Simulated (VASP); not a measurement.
# HfSiO4 (F-43m) in VASP: a series of runs

Runs on HfSiO4. Level: PBE. Tasks: single point.

Program: VASP 6.6.1. These are calculated values, not measurements. Logs are shortened: lines on timing, memory, paths and dates and some standing lists are left out, and cuts for length are marked.

## (1) The cell of the first run

It takes space group F-43m (No. 216, cubic). Conventional cell: a = 6.576 Å, b = 6.576 Å, c = 6.576 Å, α = 90.00°, β = 90.00°, γ = 90.00°. Within 1.9 Å of Hf (site symmetry -43m) lie 4 O at 1.42 Å. Within 1.9 Å of Si (site symmetry -43m) lie 4 O at 1.42 Å. Within 1.9 Å of O (site symmetry 3m) lie 1 Si at 1.42 Å and 1 Hf at 1.42 Å.

## (2) Single point, PBE

The input, INCAR:

```
  ALGO = Normal
  EDIFF = 1E-6
  ENCUT = 520
  GGA = PE
  ISIF = 2
  ISMEAR = 0
  LASPH = True
  LCHARG = False
  LREAL = False
  LWAVE = False
  NBANDS = 28
  NELM = 60
  PREC = Accurate
  SIGMA = 0.1
```

The input, KPOINTS:

```
k-points
0
Gamma
  4 4 4
```

The input, POSCAR:

```
HfSiO4
1.0
    0.0000000000      3.2879132400      3.2879132400
    3.2879132400      0.0000000000      3.2879132400
    3.2879132400      3.2879132400      0.0000000000
Hf Si O
1 1 4
Direct
    0.0000000000      0.0000000000      0.0000000000
    0.7500000000      0.7500000000      0.7500000000
    0.8750000000      0.3750000000      0.8750000000
    0.8750000000      0.8750000000      0.3750000000
    0.8750000000      0.8750000000      0.8750000000
    0.3750000000      0.8750000000      0.8750000000
```

Potentials or basis: VASP PAW PBE potentials, release 64 (Hf_pv, Si, O).

The run is started by

```
> cat potpaw_PBE.64/Hf_pv/POTCAR potpaw_PBE.64/Si/POTCAR potpaw_PBE.64/O/POTCAR > POTCAR
> mpirun -np 1 vasp_std > vasp.out
```

OUTCAR:

```text
EDIFF = 1E-6
   ENCUT = 520
   GGA = PE
   ISIF = 2
   ISMEAR = 0
   LASPH = True
   LREAL = False
   NELM = 60
   PREC = Accurate

 ion  position               nearest neighbor table
   1  0.000  0.000  0.000-   3 1.42   4 1.42   5 1.42   6 1.42   2 2.85   2 2.85   2 2.85   2 2.85

   2  0.750  0.750  0.750-   3 1.42   4 1.42   5 1.42   6 1.42   1 2.85   1 2.85   1 2.85   1 2.85

   3  0.875  0.375  0.875-   1 1.42   2 1.42
   4  0.875  0.875  0.375-   1 1.42   2 1.42
   5  0.875  0.875  0.875-   1 1.42   2 1.42
   6  0.375  0.875  0.875-   1 1.42   2 1.42

 -----------------------------------------------------------------------------
|                                                                             |
|           W    W    AA    RRRRR   N    N  II  N    N   GGGG   !!!           |
|           W    W   A  A   R    R  NN   N  II  NN   N  G    G  !!!           |
|           W    W  A    A  R    R  N N  N  II  N N  N  G       !!!           |
|           W WW W  AAAAAA  RRRRR   N  N N  II  N  N N  G  GGG   !            |
|           WW  WW  A    A  R   R   N   NN  II  N   NN  G    G                |
|           W    W  A    A  R    R  N    N  II  N    N   GGGG   !!!           |
|                                                                             |
|     The distance between some ions is very small. Please check the          |
|     nearest-neighbor list in the OUTCAR file.                               |
|     I HOPE YOU KNOW WHAT YOU ARE DOING!                                     |
|                                                                             |
 -----------------------------------------------------------------------------

  LATTYP: Found a face centered cubic cell.
 ALAT       =     6.5758264800

  Lattice vectors:

 A1 = (   0.0000000000,   3.2879132400,   3.2879132400)
 A2 = (   3.2879132400,   0.0000000000,   3.2879132400)
 A3 = (   3.2879132400,   3.2879132400,   0.0000000000)

Analysis of symmetry for initial positions (statically):
=====================================================================
 Subroutine PRICEL returns:
 Original cell was already a primitive cell.

 Routine SETGRP: Setting up the symmetry group for a
 face centered cubic supercell.

 Subroutine GETGRP returns: Found 24 space group operations
 (whereof 24 operations were pure point group operations)
 out of a pool of 48 trial point group operations.

The static configuration has the point symmetry T_d .

Analysis of symmetry for dynamics (positions and initial velocities):
=====================================================================
 Subroutine PRICEL returns:
 Original cell was already a primitive cell.

 Routine SETGRP: Setting up the symmetry group for a
 face centered cubic supercell.

 Subroutine GETGRP returns: Found 24 space group operations
 (whereof 24 operations were pure point group operations)
 out of a pool of 48 trial point group operations.

The dynamic configuration has the point symmetry T_d .

 Subroutine INISYM returns: Found 24 space group operations
 (whereof 24 operations are pure point group operations),
 and found     1 'primitive' translations

----------------------------------------------------------------------------------------

                                     Primitive cell

  volume of cell :      71.0871

  direct lattice vectors                    reciprocal lattice vectors
     0.000000000  3.287913240  3.287913240    -0.152072139  0.152072139  0.152072139
     3.287913240  0.000000000  3.287913240     0.152072139 -0.152072139  0.152072139
     3.287913240  3.287913240  0.000000000     0.152072139  0.152072139 -0.152072139

  length of vectors
     4.649811496  4.649811496  4.649811496     0.263396672  0.263396672  0.263396672

  position of ions in fractional coordinates (direct lattice)
     0.000000000  0.000000000  0.000000000
     0.750000000  0.750000000  0.750000000
     0.875000000  0.375000000  0.875000000
     0.875000000  0.875000000  0.375000000
     0.875000000  0.875000000  0.875000000
     0.375000000  0.875000000  0.875000000

  ion indices of the primitive-cell ions
   primitive index   ion index
                 1           1
                 2           2
                 3           3
                 4           4
                 5           5
                 6           6

----------------------------------------------------------------------------------------

 KPOINTS: k-points

Automatic generation of k-mesh.
 Grid dimensions read from file:
 generate k-points for:    4    4    4

 Generating k-lattice:

  Cartesian coordinates                     Fractional coordinates (reciprocal lattice)
    -0.038018035  0.038018035  0.038018035     0.250000000  0.000000000  0.000000000
     0.038018035 -0.038018035  0.038018035     0.000000000  0.250000000  0.000000000
     0.038018035  0.038018035 -0.038018035     0.000000000  0.000000000  0.250000000

  Length of vectors
     0.065849168  0.065849168  0.065849168

  Shift w.r.t. Gamma in fractional coordinates (k-lattice)
     0.000000000  0.000000000  0.000000000

 Subroutine IBZKPT returns following result:
 ===========================================

 Found      8 irreducible k-points:

 Following reciprocal coordinates:
            Coordinates               Weight
  0.000000  0.000000  0.000000      1.000000
  0.250000  0.000000  0.000000      8.000000
  0.500000  0.000000  0.000000      4.000000
  0.250000  0.250000  0.000000      6.000000
  0.500000  0.250000  0.000000     24.000000
 -0.250000  0.250000  0.000000     12.000000
  0.500000  0.500000  0.000000      3.000000
 -0.250000  0.500000  0.250000      6.000000
   k-points           NKPTS =      8   k-points in BZ     NKDIM =      8   number of bands    NBANDS=     28
   number of dos      NEDOS =    301   number of ions     NIONS =      6
   total plane-waves  NPLWV =  46656
   dimension x,y,z NGX =    36 NGY =   36 NGZ =   36
   dimension x,y,z NGXF=    72 NGYF=   72 NGZF=   72
   ions per type =               1   1   4
   NGX,Y,Z   is equivalent  to a cutoff of  12.87, 12.87, 12.87 a.u.
   NGXF,Y,Z  is equivalent  to a cutoff of  25.74, 25.74, 25.74 a.u.
 SYSTEM =  unknown system
   PREC   = accura    normal or accurate (medium, high low for compatibility)
   ISTART =      0    job   : 0-new  1-cont  2-samecut
   ICHARG =      2    charge: 1-file 2-atom 10-const
   ISPIN  =      1    spin polarized calculation?
   LNONCOLLINEAR =      F non collinear calculations
   LSORBIT =      F    spin-orbit coupling
   LASPH  =      T    aspherical Exc in radial PAW
   ENCUT  =  520.0 eV  38.22 Ry    6.18 a.u.   8.65  8.65  8.65*2*pi/ulx,y,z
   NELM   =     60;   NELMIN=  2; NELMDL= -5     # of ELM steps
   EDIFF  = 0.1E-05   stopping-criterion for ELM
   LREAL  =      F    real-space projection
   EDIFFG = 0.1E-04   stopping-criterion for IOM
   NSW    =      0    number of steps for IOM
   IBRION =     -1    ionic relax: 0-MD 1-quasi-New 2-CG
   NFREE  =      0    steps in history (QN), initial steepest desc. (CG)
   ISIF   =      2    stress and relaxation
   ISYM   =      2    0-nonsym 1-usesym 2-fastsym
   POTIM  = 0.5000    time-step for ionic-motion
   TEBEG  =    0.0;   TEEND  =   0.0 temperature during run
   PSTRESS=    0.0 pullay stress
   NELECT =      38.0000    total number of electrons
   NUPDOWN=      -1.0000    fix difference up-down
   EMIN   =  10.00;   EMAX   =-10.00  energy-range for DOS
   EFERMI =   0.00;   METHOD = LEGACY
   ISMEAR =     0;   SIGMA  =   0.10  broadening in eV -4-tet -1-fermi 0-gaus
   EFERMI_NEDOS =   21; number of points for ismear=-14 and -15
   IALGO  =     38    algorithm
   IMIX   =      4    mixing-type and parameters
     AMIX     =   0.40;   BMIX     =  1.00
     AMIX_MAG =   1.60;   BMIX_MAG =  1.00
  volume/ion in A,a.u.               =      11.85        79.95
  Fermi-wavevector in a.u.,A,eV,Ry     =   1.328635  2.510756 24.017969  1.765271
  Thomas-Fermi vector in A             =   2.457858
   LORBIT       =      0    0 simple, 1 ext, 2 COOP (PROOUT), +10 PAW based schemes
   GGA     = PE    functional components
   LHFCALC =     F    Hartree Fock is set to
   AEXX    =    0.0000 exact exchange contribution
   IVDW    =     0    specifies the selected vdW correction
   LEPSILON=     F    determine dielectric tensor
   LRPA    =     F    only Hartree local field effects (RPA)
 non-spin polarized calculation
 Gauss-broadening in eV      SIGMA  =   0.10
  energy-cutoff  :      520.00
  volume of cell :       71.09
 maximum number of plane-waves:      1924
 NGX is ok and might be reduce to    36
   NGX = 17   NGY = 17   NGZ = 17

 number of electron      37.9999982 magnetization

 Free energy of the ion-electron system (eV)
  ---------------------------------------------------
  ext. energy  EPLUGINS =         0.00000000
  ---------------------------------------------------
  free energy    TOTEN  =        -9.54335620 eV

  energy without entropy =       -9.54335620  energy(sigma->0) =       -9.54335620

 E-fermi :   4.1258     XC(G=0):  -9.2457

 val. band max:        3.5753158495   @ k =   0.5000   0.5000   0.0000
 cond. band min:       6.2651687105   @ k =   0.0000   0.0000   0.0000
 fundamental gap:      2.6898528610
 Fermi energy:         4.1258113790

 k-point     1 :       0.0000    0.0000    0.0000
  band No.  band energies     occupation
      1     -27.9248      2.00000
      2     -27.9248      2.00000
      3     -27.9248      2.00000
      4     -18.1244      2.00000
      5     -13.8075      2.00000
      6     -13.8075      2.00000
[... 20 lines left out ...]
     27      16.3459      0.00000
     28      16.3459      0.00000

 k-point     2 :       0.2500    0.0000    0.0000
  band No.  band energies     occupation
      1     -27.9706      2.00000
      2     -27.9295      2.00000
      3     -27.9295      2.00000
      4     -17.6996      2.00000
      5     -14.2224      2.00000
      6     -13.7336      2.00000
[... 178 lines left out ...]
 k-point     8 :      -0.2500    0.5000    0.2500
  band No.  band energies     occupation
      1     -28.0270      2.00000
      2     -27.9478      2.00000
      3     -27.9452      2.00000
      4     -16.2222      2.00000
      5     -15.8451      2.00000
      6     -13.5181      2.00000
[... 20 lines left out ...]
     27      15.3637      0.00000
     28      16.0227      0.00000

------------------------ aborting loop because EDIFF is reached ----------------------------------------

  FORCE on cell =-STRESS in cart. coord.  units (eV):
  Direction    XX          YY          ZZ          XY          YZ          ZX
  --------------------------------------------------------------------------------------
  -------------------------------------------------------------------------------------
  Total      137.1067832    137.1067832    137.1067832     -0.0000000      0.0000000      0.0000000
  in kB     3090.1423158   3090.1423158   3090.1423158     -0.0000000      0.0000000      0.0000000
  external PRESSURE =    3090.1423158 kB  Pullay stress =       0.0000000 kB

 VOLUME and BASIS-vectors are now :
 -----------------------------------------------------------------------------
  energy-cutoff  :      520.00
  volume of cell :       71.09
      direct lattice vectors                 reciprocal lattice vectors
     0.000000000  3.287913240  3.287913240    -0.152072139  0.152072139  0.152072139
     3.287913240  0.000000000  3.287913240     0.152072139 -0.152072139  0.152072139
     3.287913240  3.287913240  0.000000000     0.152072139  0.152072139 -0.152072139

 POSITION                                       TOTAL-FORCE (eV/Angst)
 -----------------------------------------------------------------------------------
      0.00000      0.00000      0.00000         0.000000      0.000000      0.000000
      4.93187      4.93187      4.93187         0.000000      0.000000      0.000000
      4.10989      5.75385      4.10989        24.771718    -24.771718     24.771718
      4.10989      4.10989      5.75385        24.771718     24.771718    -24.771718
      5.75385      5.75385      5.75385       -24.771718    -24.771718    -24.771718
      5.75385      4.10989      4.10989       -24.771718     24.771718     24.771718
 -----------------------------------------------------------------------------------
    total drift:                                0.000001      0.000001      0.000002

  FREE ENERGIE OF THE ION-ELECTRON SYSTEM (eV)
  ---------------------------------------------------
  free  energy   TOTEN  =        -9.5433561999 eV

  energy  without entropy=       -9.5433561999  energy(sigma->0) =       -9.54335620
```

Run time: 8.8 s. Hardware: 1 thread of Intel Xeon 6975P-C (Granite Rapids), shared host; peak memory 0.21 GiB.

What came out:

```
Free energy            : -9.5434 eV
Pressure               : 309.0 GPa
Band gap on the k mesh : 2.69 eV, indirect (least direct gap 4.84 eV)
```

Levels at points of the mesh, in eV from the valence-band top:
```
           k point  band 17  band 18  band 19  band 20  band 21  band 22
(0.00, 0.00, 0.00)    -2.67    -2.67    -2.67     2.69     9.24     9.24
(0.50, 0.00, 0.00)    -1.71    -0.88    -0.88     5.42     5.89     9.04
(0.50, 0.50, 0.00)    -2.40     0.00     0.00     5.68     6.05     9.55
```

Caveat: spin-orbit coupling is left out, which moves the levels of the heavy elements.

## (3) Single point, PBE

This run uses another cell than the first one, of 23.38 Å³/atom, 1.974 times its volume.

The input, INCAR:

```
PREC = Accurate
ENCUT = 520
EDIFF = 1E-7
ISMEAR = 0
SIGMA = 0.1
LREAL = False
LASPH = True
NELM = 100
ALGO = Normal
ISIF = 2
LWAVE = False
LCHARG = True
GGA = PE
LELF = True
LVHAR = True
NBANDS = 28
```

The input, KPOINTS:

```
Automatic mesh
0
Gamma
  4 4 4
```

The input, POSCAR:

```
HfSiO4
1.0
    0.0000000000      4.1241834753      4.1241834753
    4.1241834753      0.0000000000      4.1241834753
    4.1241834753      4.1241834753      0.0000000000
Hf Si O
1 1 4
Direct
    0.0000000000      0.0000000000      0.0000000000
    0.7500000000      0.7500000000      0.7500000000
    0.8641799984      0.4074600047      0.8641799984
    0.8641799984      0.8641799984      0.4074600047
    0.8641799984      0.8641799984      0.8641799984
    0.4074600047      0.8641799984      0.8641799984
```

Potentials or basis: VASP PAW PBE potentials, release 64 (Hf_pv, Si, O).

The run is started by

```
> cat potpaw_PBE.64/Hf_pv/POTCAR potpaw_PBE.64/Si/POTCAR potpaw_PBE.64/O/POTCAR > POTCAR
> mpirun -np 1 vasp_std > vasp.out
```

Wall time 24 s (1 thread of Intel Xeon 6975P-C (Granite Rapids), shared host); peak memory 0.32 GiB.

It converged, with:

| Quantity | Value |
| --- | --- |
| Free energy | -53.6682 eV |
| Pressure | -0.1 GPa |
| Largest force | 0.191 eV/Å |
| Band gap on the k mesh | 4.77 eV, indirect (the least direct gap lies 3.3 meV higher) |

Forces in eV/Å, atoms in the order of the input:
```
Hf   0.000  0.000  0.000
Si   0.000  0.000  0.000
O   -0.110  0.110 -0.110
O   -0.110 -0.110  0.110
O    0.110  0.110  0.110
O    0.110 -0.110 -0.110
```

Levels at points of the mesh, in eV from the valence-band top:
```
           k point  band 15  band 16  band 17  band 18  band 19  band 20  band 21  band 22  band 23  band 24
(0.00, 0.00, 0.00)    -1.99    -1.99     0.00     0.00     0.00     4.77     6.46     6.46     7.65     7.65
(0.50, 0.00, 0.00)    -1.29    -1.29    -0.77    -0.77     0.00     6.17     6.58     6.58     6.88     7.48
(0.50, 0.50, 0.00)    -1.27    -1.26    -1.26    -0.43    -0.43     6.09     6.45     7.10     7.46     7.46
```

Caveat: spin-orbit coupling is left out, which moves the levels of the heavy elements. Expect the measured gap to be larger: semilocal functionals such as PBE lack the derivative discontinuity.

(Part 1 of 2 ends here.)
